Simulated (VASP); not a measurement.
# IO (Fm-3m) in VASP: single point with PBE+D3(BJ)

Aim: the single point of IO with PBE+D3(BJ).

Program: VASP 6.6.1. These are calculated values, not measurements. Logs are shortened: lines on timing, memory, paths and dates and some standing lists are left out, and cuts for length are marked.

### Step 1. The cell of the first run

Symmetry: Fm-3m, No. 225, cubic system. Conventional cell: a = 6.140 Å, b = 6.140 Å, c = 6.140 Å, α = 90.00°, β = 90.00°, γ = 90.00°. I (site symmetry m-3m) has 6 O at 3.07 Å within 4.0 Å. O (site symmetry m-3m) has 6 I at 3.07 Å within 4.0 Å.

### Step 2. Single point, PBE+D3(BJ)

INCAR reads:

```
SYSTEM = IO
PREC = Accurate
ENCUT = 520
EDIFF = 1E-7
ISMEAR = 0
SIGMA = 0.1
LREAL = .FALSE.
LASPH = .TRUE.
NELM = 60
ALGO = Normal
ISIF = 2
LWAVE = .FALSE.
LCHARG = .TRUE.
GGA = PE
IVDW = 12
LELF = .TRUE.
LVHAR = .TRUE.
NBANDS = 14
```

KPOINTS reads:

```
regular mesh
0
G
  6 6 6
  0 0 0
```

POSCAR reads:

```
IO
1.0
    0.0000000000      3.0697659800      3.0697659800
    3.0697659800      0.0000000000      3.0697659800
    3.0697659800      3.0697659800      0.0000000000
I O
1 1
Direct
    0.0000000000      0.0000000000      0.0000000000
    0.5000000000      0.5000000000      0.5000000000
```

Potentials or basis: VASP PAW PBE potentials, release 64 (I, O).

Command:

```console
> cat potpaw_PBE.64/I/POTCAR potpaw_PBE.64/O/POTCAR > POTCAR
> mpirun -np 1 vasp_std > vasp.out
```

OUTCAR:

```text
SYSTEM = IO
   PREC = Accurate
   ENCUT = 520
   EDIFF = 1E-7
   ISMEAR = 0
   LREAL = .FALSE.
   LASPH = .TRUE.
   NELM = 60
   ISIF = 2
   GGA = PE
   IVDW = 12
 IVDW          = 12

 ion  position               nearest neighbor table
   1  0.000  0.000  0.000-
   2  0.500  0.500  0.500-

  LATTYP: Found a face centered cubic cell.
 ALAT       =     6.1395319600

  Lattice vectors:

 A1 = (   0.0000000000,   3.0697659800,   3.0697659800)
 A2 = (   3.0697659800,   0.0000000000,   3.0697659800)
 A3 = (   3.0697659800,   3.0697659800,   0.0000000000)

Analysis of symmetry for initial positions (statically):
=====================================================================
 Subroutine PRICEL returns:
 Original cell was already a primitive cell.

 Routine SETGRP: Setting up the symmetry group for a
 face centered cubic supercell.

 Subroutine GETGRP returns: Found 48 space group operations
 (whereof 48 operations were pure point group operations)
 out of a pool of 48 trial point group operations.

The static configuration has the point symmetry O_h .

Analysis of symmetry for dynamics (positions and initial velocities):
=====================================================================
 Subroutine PRICEL returns:
 Original cell was already a primitive cell.

 Routine SETGRP: Setting up the symmetry group for a
 face centered cubic supercell.

 Subroutine GETGRP returns: Found 48 space group operations
 (whereof 48 operations were pure point group operations)
 out of a pool of 48 trial point group operations.

The dynamic configuration has the point symmetry O_h .

 Subroutine INISYM returns: Found 48 space group operations
 (whereof 48 operations are pure point group operations),
 and found     1 'primitive' translations

----------------------------------------------------------------------------------------

                                     Primitive cell

  volume of cell :      57.8557

  direct lattice vectors                    reciprocal lattice vectors
     0.000000000  3.069765980  3.069765980    -0.162878865  0.162878865  0.162878865
     3.069765980  0.000000000  3.069765980     0.162878865 -0.162878865  0.162878865
     3.069765980  3.069765980  0.000000000     0.162878865  0.162878865 -0.162878865

  length of vectors
     4.341304682  4.341304682  4.341304682     0.282114470  0.282114470  0.282114470

  position of ions in fractional coordinates (direct lattice)
     0.000000000  0.000000000  0.000000000
     0.500000000  0.500000000  0.500000000

  ion indices of the primitive-cell ions
   primitive index   ion index
                 1           1
                 2           2

----------------------------------------------------------------------------------------

 KPOINTS: regular mesh

Automatic generation of k-mesh.
 Grid dimensions read from file:
 generate k-points for:    6    6    6

 Generating k-lattice:

  Cartesian coordinates                     Fractional coordinates (reciprocal lattice)
    -0.027146478  0.027146478  0.027146478     0.166666667  0.000000000  0.000000000
     0.027146478 -0.027146478  0.027146478     0.000000000  0.166666667  0.000000000
     0.027146478  0.027146478 -0.027146478     0.000000000  0.000000000  0.166666667

  Length of vectors
     0.047019078  0.047019078  0.047019078

  Shift w.r.t. Gamma in fractional coordinates (k-lattice)
     0.000000000  0.000000000  0.000000000

 Subroutine IBZKPT returns following result:
 ===========================================

 Found     16 irreducible k-points:

 Following reciprocal coordinates:
            Coordinates               Weight
  0.000000  0.000000  0.000000      1.000000
  0.166667  0.000000  0.000000      8.000000
  0.333333  0.000000  0.000000      8.000000
  0.500000  0.000000  0.000000      4.000000
  0.166667  0.166667  0.000000      6.000000
  0.333333  0.166667  0.000000     24.000000
[... 8 lines left out ...]
 -0.333333  0.333333  0.166667     24.000000
 -0.333333  0.500000  0.166667     12.000000
   k-points           NKPTS =     16   k-points in BZ     NKDIM =     16   number of bands    NBANDS=     14
   number of dos      NEDOS =    301   number of ions     NIONS =      2
   total plane-waves  NPLWV =  32768
   dimension x,y,z NGX =    32 NGY =   32 NGZ =   32
   dimension x,y,z NGXF=    64 NGYF=   64 NGZF=   64
   ions per type =               1   1
   NGX,Y,Z   is equivalent  to a cutoff of  12.25, 12.25, 12.25 a.u.
   NGXF,Y,Z  is equivalent  to a cutoff of  24.51, 24.51, 24.51 a.u.
 SYSTEM =  IO
   PREC   = accura    normal or accurate (medium, high low for compatibility)
   ISTART =      0    job   : 0-new  1-cont  2-samecut
   ICHARG =      2    charge: 1-file 2-atom 10-const
   ISPIN  =      1    spin polarized calculation?
   LNONCOLLINEAR =      F non collinear calculations
   LSORBIT =      F    spin-orbit coupling
   LASPH  =      T    aspherical Exc in radial PAW
   ENCUT  =  520.0 eV  38.22 Ry    6.18 a.u.   8.07  8.07  8.07*2*pi/ulx,y,z
   NELM   =     60;   NELMIN=  2; NELMDL= -5     # of ELM steps
   EDIFF  = 0.1E-06   stopping-criterion for ELM
   LREAL  =      F    real-space projection
   EDIFFG = 0.1E-05   stopping-criterion for IOM
   NSW    =      0    number of steps for IOM
   IBRION =     -1    ionic relax: 0-MD 1-quasi-New 2-CG
   NFREE  =      0    steps in history (QN), initial steepest desc. (CG)
   ISIF   =      2    stress and relaxation
   ISYM   =      2    0-nonsym 1-usesym 2-fastsym
   POTIM  = 0.5000    time-step for ionic-motion
   TEBEG  =    0.0;   TEEND  =   0.0 temperature during run
   PSTRESS=    0.0 pullay stress
   NELECT =      13.0000    total number of electrons
   NUPDOWN=      -1.0000    fix difference up-down
   EMIN   =  10.00;   EMAX   =-10.00  energy-range for DOS
   EFERMI =   0.00;   METHOD = LEGACY
   ISMEAR =     0;   SIGMA  =   0.10  broadening in eV -4-tet -1-fermi 0-gaus
   EFERMI_NEDOS =   21; number of points for ismear=-14 and -15
   IALGO  =     38    algorithm
   IMIX   =      4    mixing-type and parameters
     AMIX     =   0.40;   BMIX     =  1.00
     AMIX_MAG =   1.60;   BMIX_MAG =  1.00
  volume/ion in A,a.u.               =      28.93       195.21
  Fermi-wavevector in a.u.,A,eV,Ry     =   0.995269  1.880787 13.477405  0.990561
  Thomas-Fermi vector in A             =   2.127278
   LORBIT       =      0    0 simple, 1 ext, 2 COOP (PROOUT), +10 PAW based schemes
   GGA     = PE    functional components
   LHFCALC =     F    Hartree Fock is set to
   AEXX    =    0.0000 exact exchange contribution
   IVDW    =    12    specifies the selected vdW correction
   LEPSILON=     F    determine dielectric tensor
   LRPA    =     F    only Hartree local field effects (RPA)
 non-spin polarized calculation
 Gauss-broadening in eV      SIGMA  =   0.10
  energy-cutoff  :      520.00
  volume of cell :       57.86
 maximum number of plane-waves:      1588
   NGX = 17   NGY = 17   NGZ = 17

 number of electron      13.0000001 magnetization

 Free energy of the ion-electron system (eV)
  ---------------------------------------------------
  ext. energy  EPLUGINS =         0.00000000
  ---------------------------------------------------
  free energy    TOTEN  =        -3.83494551 eV

  energy without entropy =       -3.81900029  energy(sigma->0) =       -3.82697290

 E-fermi :   1.0530     XC(G=0):  -8.2374

 val. band max:        1.0137299660   @ k =   0.5000   0.3333   0.1667
 cond. band min:       1.1495689715   @ k =   0.1667   0.0000   0.0000
 fundamental gap:      0.1358390055
 Fermi energy:         1.0530131606

 k-point     1 :       0.0000    0.0000    0.0000
  band No.  band energies     occupation
      1     -15.1250      2.00000
      2     -10.8745      2.00000
      3      -0.7825      2.00000
      4      -0.7825      2.00000
      5      -0.7825      2.00000
      6       1.3846      0.00000
      7       1.3846      0.00000
      8       1.3846      0.00000
      9       7.9881      0.00000
     10       9.8848      0.00000
     11       9.8848      0.00000
     12       9.8848      0.00000
     13      11.9784      0.00000
     14      11.9784      0.00000

 k-point     2 :       0.1667    0.0000    0.0000
  band No.  band energies     occupation
      1     -15.0868      2.00000
      2     -10.8855      2.00000
      3      -0.8211      2.00000
      4      -0.7154      2.00000
      5      -0.7154      2.00000
      6       0.8621      1.99305
      7       1.1496      0.17209
      8       1.1496      0.17209
      9       8.6200      0.00000
     10       9.6949      0.00000
     11      10.2731      0.00000
     12      10.2731      0.00000
     13      12.2496      0.00000
     14      12.2496      0.00000

 k-point     3 :       0.3333    0.0000    0.0000
  band No.  band energies     occupation
      1     -15.0077      2.00000
      2     -10.9077      2.00000
      3      -0.9486      2.00000
      4      -0.5083      2.00000
      5      -0.5083      2.00000
      6       0.0901      2.00000
      7       0.6311      2.00000
      8       0.6311      2.00000
      9       8.5423      0.00000
     10      11.0075      0.00000
     11      11.0075      0.00000
     12      11.4334      0.00000
     13      13.2205      0.00000
     14      13.2205      0.00000
[... 188 lines left out ...]
 k-point    15 :      -0.3333    0.3333    0.1667
  band No.  band energies     occupation
      1     -14.9500      2.00000
      2     -10.8149      2.00000
      3      -1.9184      2.00000
      4      -1.7991      2.00000
      5      -0.2255      2.00000
      6      -0.1150      2.00000
      7       1.3300      0.00009
      8       1.4385      0.00000
      9       9.3638      0.00000
     10       9.8306      0.00000
     11      11.3891      0.00000
     12      12.8147      0.00000
     13      13.4735      0.00000
     14      15.4676      0.00000

 k-point    16 :      -0.3333    0.5000    0.1667
  band No.  band energies     occupation
      1     -14.9466      2.00000
      2     -10.7663      2.00000
      3      -2.3418      2.00000
      4      -1.8287      2.00000
      5      -0.8659      2.00000
      6       0.6581      2.00000
      7       1.5796      0.00000
      8       1.6300      0.00000
      9       8.4253      0.00000
     10      10.5414      0.00000
     11      10.9882      0.00000
     12      13.1592      0.00000
     13      15.0437      0.00000
     14      15.5798      0.00000

------------------------ aborting loop because EDIFF is reached ----------------------------------------

 Edisp (eV)   -0.36725

 E8    (eV) :    -0.1504

  FORCE on cell =-STRESS in cart. coord.  units (eV):
  Direction    XX          YY          ZZ          XY          YZ          ZX
  --------------------------------------------------------------------------------------
  -------------------------------------------------------------------------------------
  Total      -4.04011    -4.04011    -4.04011    -0.00000     0.00000     0.00000
  in kB    -111.88145  -111.88145  -111.88145    -0.00000     0.00000     0.00000
  external pressure =     -111.88 kB  Pullay stress =        0.00 kB

 VOLUME and BASIS-vectors are now :
 -----------------------------------------------------------------------------
  energy-cutoff  :      520.00
  volume of cell :       57.86
      direct lattice vectors                 reciprocal lattice vectors
     0.000000000  3.069765980  3.069765980    -0.162878865  0.162878865  0.162878865
     3.069765980  0.000000000  3.069765980     0.162878865 -0.162878865  0.162878865
     3.069765980  3.069765980  0.000000000     0.162878865  0.162878865 -0.162878865

 POSITION                                       TOTAL-FORCE (eV/Angst)
 -----------------------------------------------------------------------------------
      0.00000      0.00000      0.00000         0.000000     -0.000000     -0.000000
      3.06977      3.06977      3.06977        -0.000000      0.000000      0.000000
 -----------------------------------------------------------------------------------
    total drift:                                0.000000     -0.000000      0.000000

  FREE ENERGIE OF THE ION-ELECTRON SYSTEM (eV)
  ---------------------------------------------------
  free  energy   TOTEN  =        -4.2021971814 eV

  energy  without entropy=       -4.1862519609  energy(sigma->0) =       -4.19422457
```

Run time: 17 s. Hardware: 1 thread of Intel Xeon Platinum 8375C at 2.90GHz (Ice Lake), shared host; peak memory 0.18 GiB.

What came out:

```yaml
Free_energy: -4.2022 eV
Pressure: -11.2 GPa
Dispersion_energy_per_atom: -0.184 eV
```

Levels at points of the mesh, in eV from the Fermi level:
```tsv
k point	band 3	band 4	band 5	band 6	band 7	band 8	band 9	band 10
(0.00, 0.00, 0.00)	-1.84	-1.84	-1.84	0.33	0.33	0.33	6.94	8.83
(0.50, 0.00, 0.00)	-2.11	-1.34	-1.34	-1.24	-0.78	-0.78	7.42	10.26
(0.50, 0.50, 0.00)	-3.62	-2.59	-2.59	0.53	0.53	0.62	6.31	8.70
```

Caveat: spin-orbit coupling is left out, which moves the levels of the heavy elements; an odd number of electrons without spin polarisation forces a metal; a magnetic or distorted state may lie lower; pairwise dispersion overbinds metals, which lowers pressure and volume.
